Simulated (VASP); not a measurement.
# F (C2/c) in VASP: relaxation of shape and atoms at fixed volume with PBEsol

Aim: the relaxation of shape and atoms at fixed volume of F with PBEsol.

Program: VASP 6.6.1. These are calculated values, not measurements. Logs are shortened: lines on timing, memory, paths and dates and some standing lists are left out, and cuts for length are marked.

### Step 1. The cell of the first run

It takes space group C2/c (No. 15, monoclinic). Conventional cell: a = 6.059 Å, b = 3.602 Å, c = 7.112 Å, α = 90.00°, β = 96.59°, γ = 90.00°. F (site symmetry 1) has 1 F at 1.41 Å within 1.9 Å.

### Step 2. Relaxation of shape and atoms at fixed volume, PBEsol (19.27 Å³/atom)

File INCAR:

```
PREC = Accurate
ENCUT = 600
EDIFF = 1E-7
ISMEAR = 0
SIGMA = 0.02
LREAL = False
LASPH = True
NELM = 60
ALGO = Normal
ISIF = 4
LWAVE = False
LCHARG = False
GGA = PS
IBRION = 2
NSW = 50
EDIFFG = -0.01
```

File KPOINTS:

```
Automatic mesh
0
Gamma
  8 8 4
```

File POSCAR:

```
F
1.0
    3.0242664781     -1.8010371544      0.1788206221
    3.0242664781      1.8010371544      0.1788206221
   -1.2311987720      0.0000000000      7.0043585133
F
4
Direct
    0.9345658886      0.5739469964      0.0933218935
    0.4260530036      0.0654341114      0.4066781065
    0.0654341114      0.4260530036      0.9066781065
    0.5739469964      0.9345658886      0.5933218935
```

Potentials or basis: VASP PAW PBE potentials, release 64 (F).

The run is started by

```sh
cat potpaw_PBE.64/F/POTCAR > POTCAR
mpirun -np 1 vasp_std > vasp.out
```

OUTCAR:

```text
PREC = Accurate
   ENCUT = 600
   EDIFF = 1E-7
   ISMEAR = 0
   LREAL = False
   LASPH = True
   NELM = 60
   ISIF = 4
   GGA = PS
   IBRION = 2
   NSW = 50
   EDIFFG = -0.01

 ion  position               nearest neighbor table
   1  0.935  0.574  0.093-   3 1.41
   2  0.426  0.065  0.407-   4 1.41
   3  0.065  0.426  0.907-   1 1.41
   4  0.574  0.935  0.593-   2 1.41

  LATTYP: Found a base centered monoclinic cell.
 ALAT       =     6.0590971425
 B/A-ratio  =     0.5944902721
 C/A-ratio  =     1.1737298214
 COS(beta)  =    -0.1146858619

  Lattice vectors:

 A1 = (   3.0242664781,  -1.8010371544,   0.1788206221)
 A2 = (   3.0242664781,   1.8010371544,   0.1788206221)
 A3 = (  -1.2311987720,   0.0000000000,   7.0043585133)

Analysis of symmetry for initial positions (statically):
=====================================================================
 Subroutine PRICEL returns:
 Original cell was already a primitive cell.

 Routine SETGRP: Setting up the symmetry group for a
 base centered monoclinic supercell.

 Subroutine GETGRP returns: Found  4 space group operations
 (whereof  2 operations were pure point group operations)
 out of a pool of  4 trial point group operations.

The static configuration has the point symmetry S_2 .
 The point group associated with its full space group is C_2h.

Analysis of symmetry for dynamics (positions and initial velocities):
=====================================================================
 Subroutine PRICEL returns:
 Original cell was already a primitive cell.

 Routine SETGRP: Setting up the symmetry group for a
 base centered monoclinic supercell.

 Subroutine GETGRP returns: Found  4 space group operations
 (whereof  2 operations were pure point group operations)
 out of a pool of  4 trial point group operations.

The dynamic configuration has the point symmetry S_2 .
 The point group associated with its full space group is C_2h.

 Subroutine INISYM returns: Found  4 space group operations
 (whereof  2 operations are pure point group operations),
 and found     1 'primitive' translations

----------------------------------------------------------------------------------------

                                     Primitive cell

  volume of cell :      77.0960

  direct lattice vectors                    reciprocal lattice vectors
     3.024266478 -1.801037154  0.178820622     0.163628689 -0.277617815  0.028762012
     3.024266478  1.801037154  0.178820622     0.163628689  0.277617815  0.028762012
    -1.231198772  0.000000000  7.004358513    -0.008354850  0.000000000  0.141299666

  length of vectors
     3.524471503  3.524471503  7.111743007     0.323532460  0.323532460  0.141546456

  position of ions in fractional coordinates (direct lattice)
     0.934565889  0.573946996  0.093321893
     0.426053004  0.065434111  0.406678107
     0.065434111  0.426053004  0.906678107
     0.573946996  0.934565889  0.593321893

  ion indices of the primitive-cell ions
   primitive index   ion index
                 1           1
                 2           2
                 3           3
                 4           4

----------------------------------------------------------------------------------------

 KPOINTS: Automatic mesh

Automatic generation of k-mesh.
 Grid dimensions read from file:
 generate k-points for:    8    8    4

 Generating k-lattice:

  Cartesian coordinates                     Fractional coordinates (reciprocal lattice)
     0.020453586 -0.034702227  0.003595251     0.125000000  0.000000000  0.000000000
     0.020453586  0.034702227  0.003595251     0.000000000  0.125000000  0.000000000
    -0.002088713  0.000000000  0.035324916    -0.000000000 -0.000000000  0.250000000

  Length of vectors
     0.040441557  0.040441557  0.035386614

  Shift w.r.t. Gamma in fractional coordinates (k-lattice)
     0.000000000  0.000000000  0.000000000

 Subroutine IBZKPT returns following result:
 ===========================================

 Found     78 irreducible k-points:

 Following reciprocal coordinates:
            Coordinates               Weight
  0.000000  0.000000  0.000000      1.000000
  0.125000  0.000000 -0.000000      4.000000
  0.250000  0.000000 -0.000000      4.000000
  0.375000  0.000000 -0.000000      4.000000
  0.500000  0.000000 -0.000000      2.000000
  0.125000  0.125000  0.000000      2.000000
[... 16 lines left out ...]
  0.125000  0.000000  0.250000      4.000000
  0.250000  0.000000  0.250000      4.000000
 [... further k-points ...]
   k-points           NKPTS =     78   k-points in BZ     NKDIM =     78   number of bands    NBANDS=     18
   number of dos      NEDOS =    301   number of ions     NIONS =      4
   total plane-waves  NPLWV =  47040
   dimension x,y,z NGX =    28 NGY =   28 NGZ =   60
   dimension x,y,z NGXF=    56 NGYF=   56 NGZF=  120
   ions per type =               4
   NGX,Y,Z   is equivalent  to a cutoff of  13.21, 13.21, 14.03 a.u.
   NGXF,Y,Z  is equivalent  to a cutoff of  26.41, 26.41, 28.05 a.u.
 SYSTEM =  unknown system
   PREC   = accura    normal or accurate (medium, high low for compatibility)
   ISTART =      0    job   : 0-new  1-cont  2-samecut
   ICHARG =      2    charge: 1-file 2-atom 10-const
   ISPIN  =      1    spin polarized calculation?
   LNONCOLLINEAR =      F non collinear calculations
   LSORBIT =      F    spin-orbit coupling
   LASPH  =      T    aspherical Exc in radial PAW
   ENCUT  =  600.0 eV  44.10 Ry    6.64 a.u.   7.04  7.04 14.20*2*pi/ulx,y,z
   NELM   =     60;   NELMIN=  2; NELMDL= -5     # of ELM steps
   EDIFF  = 0.1E-06   stopping-criterion for ELM
   LREAL  =      F    real-space projection
   EDIFFG = -.1E-01   stopping-criterion for IOM
   NSW    =     50    number of steps for IOM
   IBRION =      2    ionic relax: 0-MD 1-quasi-New 2-CG
   NFREE  =      1    steps in history (QN), initial steepest desc. (CG)
   ISIF   =      4    stress and relaxation
   ISYM   =      2    0-nonsym 1-usesym 2-fastsym
   POTIM  = 0.5000    time-step for ionic-motion
   TEBEG  =    0.0;   TEEND  =   0.0 temperature during run
   PSTRESS=    0.0 pullay stress
   NELECT =      28.0000    total number of electrons
   NUPDOWN=      -1.0000    fix difference up-down
   EMIN   =  10.00;   EMAX   =-10.00  energy-range for DOS
   EFERMI =   0.00;   METHOD = LEGACY
   ISMEAR =     0;   SIGMA  =   0.02  broadening in eV -4-tet -1-fermi 0-gaus
   EFERMI_NEDOS =   21; number of points for ismear=-14 and -15
   IALGO  =     38    algorithm
   IMIX   =      4    mixing-type and parameters
     AMIX     =   0.40;   BMIX     =  1.00
     AMIX_MAG =   1.60;   BMIX_MAG =  1.00
  volume/ion in A,a.u.               =      19.27       130.07
  Fermi-wavevector in a.u.,A,eV,Ry     =   1.168020  2.207238 18.562033  1.364271
  Thomas-Fermi vector in A             =   2.304512
   LORBIT       =      0    0 simple, 1 ext, 2 COOP (PROOUT), +10 PAW based schemes
   GGA     = PS    functional components
   LHFCALC =     F    Hartree Fock is set to
   AEXX    =    0.0000 exact exchange contribution
   IVDW    =     0    specifies the selected vdW correction
   LEPSILON=     F    determine dielectric tensor
   LRPA    =     F    only Hartree local field effects (RPA)
 conjugate gradient relaxation of ions
 non-spin polarized calculation
 Gauss-broadening in eV      SIGMA  =   0.02
  energy-cutoff  :      600.00
  volume of cell :       77.10
 maximum number of plane-waves:      2591
   NGX = 15   NGY = 15   NGZ = 29

--------------------------------------- Ionic step        1  -------------------------------------------

 number of electron      27.9999993 magnetization

 Free energy of the ion-electron system (eV)
  ---------------------------------------------------
  ext. energy  EPLUGINS =         0.00000000
  ---------------------------------------------------
  free energy    TOTEN  =        -7.81158438 eV

  energy without entropy =       -7.81158438  energy(sigma->0) =       -7.81158438

------------------------ aborting loop because EDIFF is reached ----------------------------------------

  FORCE on cell =-STRESS in cart. coord.  units (eV):
  Direction    XX          YY          ZZ          XY          YZ          ZX
  --------------------------------------------------------------------------------------
  -------------------------------------------------------------------------------------
  Total       -0.1738911     -0.2409458     -0.5532551      0.0000000      0.0000000      0.0602013
  in kB       -3.6137355     -5.0072400    -11.4975271      0.0000000      0.0000000      1.2510798
  external PRESSURE =      -6.7061675 kB  Pullay stress =       0.0000000 kB
[... 95 lines left out ...]
  FREE ENERGIE OF THE ION-ELECTRON SYSTEM (eV)
  ---------------------------------------------------
  free  energy   TOTEN  =        -7.8119332662 eV

  energy  without entropy=       -7.8119332662  energy(sigma->0) =       -7.81193327

[... ionic steps 4 to 23 ...]

--------------------------------------- Ionic step       24  -------------------------------------------

 number of electron      28.0000000 magnetization

------------------------ aborting loop because EDIFF is reached ----------------------------------------

  FORCE on cell =-STRESS in cart. coord.  units (eV):
  Direction    XX          YY          ZZ          XY          YZ          ZX
  --------------------------------------------------------------------------------------
  -------------------------------------------------------------------------------------
  Total       -0.1993516     -0.1884396     -0.1362295      0.0000000      0.0000000     -0.0065053
  in kB       -4.1428455     -3.9160759     -2.8310663      0.0000000      0.0000000     -0.1351911
  external PRESSURE =      -3.6299959 kB  Pullay stress =       0.0000000 kB
[... 61 lines left out ...]
  energy  without entropy=       -7.8183023791  energy(sigma->0) =       -7.81830238

--------------------------------------- Ionic step       26  -------------------------------------------

 number of electron      28.0000001 magnetization

 Free energy of the ion-electron system (eV)
  ---------------------------------------------------
  ext. energy  EPLUGINS =         0.00000000
  ---------------------------------------------------
  free energy    TOTEN  =        -7.81830229 eV

  energy without entropy =       -7.81830229  energy(sigma->0) =       -7.81830229

 E-fermi :  -5.7322     XC(G=0):  -6.7361

 val. band max:       -5.9157869151   @ k =   0.5000   0.5000   0.0000
 cond. band min:      -2.9270451564   @ k =   0.0000   0.0000   0.0000
 fundamental gap:      2.9887417586
 Fermi energy:        -5.7321525065

 k-point     1 :       0.0000    0.0000    0.0000
  band No.  band energies     occupation
      1     -30.7326      2.00000
      2     -30.6209      2.00000
      3     -24.4008      2.00000
      4     -24.0893      2.00000
      5     -12.4489      2.00000
      6     -11.8283      2.00000
[... 10 lines left out ...]
     17       2.8008      0.00000
     18       5.5773      0.00000
[... 466 lines left out ...]
      2     -30.6339      2.00000
      3     -24.3237      2.00000
      4     -24.1713      2.00000
      5     -12.3117      2.00000
      6     -11.9970      2.00000
[... 10 lines left out ...]
     17       4.1636      0.00000
     18       5.5562      0.00000

 [... further k-points ...]
[... 5 lines left out ...]
  --------------------------------------------------------------------------------------
  -------------------------------------------------------------------------------------
  Total       -0.1990989     -0.1916951     -0.1507240      0.0000000      0.0000000     -0.0041449
  in kB       -4.1375930     -3.9837307     -3.1322854      0.0000000      0.0000000     -0.0861382
  external PRESSURE =      -3.7512030 kB  Pullay stress =       0.0000000 kB
[... 19 lines left out ...]
  FREE ENERGIE OF THE ION-ELECTRON SYSTEM (eV)
  ---------------------------------------------------
  free  energy   TOTEN  =        -7.8183022931 eV

  energy  without entropy=       -7.8183022931  energy(sigma->0) =       -7.81830229

 reached required accuracy - stopping structural energy minimisation
```

It took 21 min on 1 thread of Intel Xeon Platinum 8488C (Sapphire Rapids), shared host; peak memory 0.25 GiB.

What came out:

```yaml
Free_energy: -7.8183 eV
Energy_gained_by_relaxing: 1.7 meV/atom
Ionic_steps: 26
Pressure_after_relaxing: -0.4 GPa
Largest_force_after_relaxing: 0.009 eV/Å
Band_gap_on_the_k_mesh: 2.99 eV (least direct gap 3.00 eV)
```

Forces in eV/Å, atoms in the order of the input:
```
F   -0.003  0.006  0.006
F    0.003  0.006 -0.006
F    0.003 -0.006 -0.006
F   -0.003 -0.006  0.006
```

Stress tensor (GPa, compression positive):
```
-0.41  0.00 -0.01
 0.00 -0.40  0.00
-0.01  0.00 -0.31
```

The path:
```
step  energy change (eV)  largest force (eV/Å)  pressure (GPa)  volume (Å³)
   1              0.0000                0.0943           -0.67        77.10
   2              0.0029                0.3663            0.24        77.10
   3             -0.0003                0.0164           -0.45        77.10
   4             -0.0005                0.0161           -0.45        77.10
   5             -0.0008                0.0153           -0.45        77.10
   6             -0.0015                0.0139           -0.45        77.10
   7             -0.0028                0.0119           -0.44        77.10
   8             -0.0047                0.0115           -0.41        77.10
   9             -0.0045                0.0234           -0.30        77.10
  10             -0.0053                0.0376           -0.32        77.10
  11             -0.0035                0.2563           -0.90        77.10
  12             -0.0054                0.0110           -0.40        77.10
  13             -0.0054                0.0115           -0.40        77.10
  14             -0.0056                0.0137           -0.41        77.10
  15             -0.0058                0.0221           -0.43        77.10
  16             -0.0062                0.0501           -0.49        77.10
  17             -0.0062                0.1414           -0.68        77.10
  18             -0.0064                0.0803           -0.56        77.10
  19             -0.0064                0.0793           -0.55        77.10
  20             -0.0064                0.0761           -0.55        77.10
  21             -0.0065                0.0696           -0.53        77.10
  22             -0.0065                0.0568           -0.51        77.10
  23             -0.0066                0.0320           -0.46        77.10
  24             -0.0067                0.0153           -0.36        77.10
  25             -0.0067                0.0110           -0.37        77.10
  26             -0.0067                0.0094           -0.38        77.10
```

Final structure:
```xyz
4
Lattice="3.2184 -1.8088 0.2537 3.2184 1.8088 0.2537 -1.1108 0.0000 6.5341" Properties=species:S:1:pos:R:3 pbc="T T T"
F     4.7329   -0.6000    1.0111
F     1.1485   -0.6000    2.7634
F     0.5931    0.6000    6.0305
F     4.1775    0.6000    4.2781
```

Levels at points of the mesh, in eV from the valence-band top:
```csv
k point,band 10,band 11,band 12,band 13,band 14,band 15,band 16,band 17,band 18
"(0.00, 0.00, 0.00)",-3.36,-0.40,-0.16,-0.04,-0.01,2.99,3.67,8.72,11.49
"(0.50, 0.00, 0.00)",-3.49,-0.24,-0.22,-0.14,-0.12,3.40,3.40,12.48,12.49
"(0.50, 0.50, 0.00)",-3.38,-0.43,-0.42,-0.05,0.00,3.10,3.65,11.82,13.46
"(0.00, 0.00, 0.50)",-3.40,-0.23,-0.23,-0.09,-0.09,3.30,3.30,9.65,9.65
"(0.50, 0.00, 0.50)",-3.48,-0.20,-0.18,-0.11,-0.08,3.37,3.38,13.05,13.07
"(0.50, 0.50, 0.50)",-3.45,-0.25,-0.25,-0.21,-0.21,3.36,3.36,12.43,12.43
```

Caveat: this functional lacks dispersion, which holds the molecules together, so the pressure and a relaxed volume are unreliable; the PAW data sets were made with another functional, which shifts forces and pressure a little.
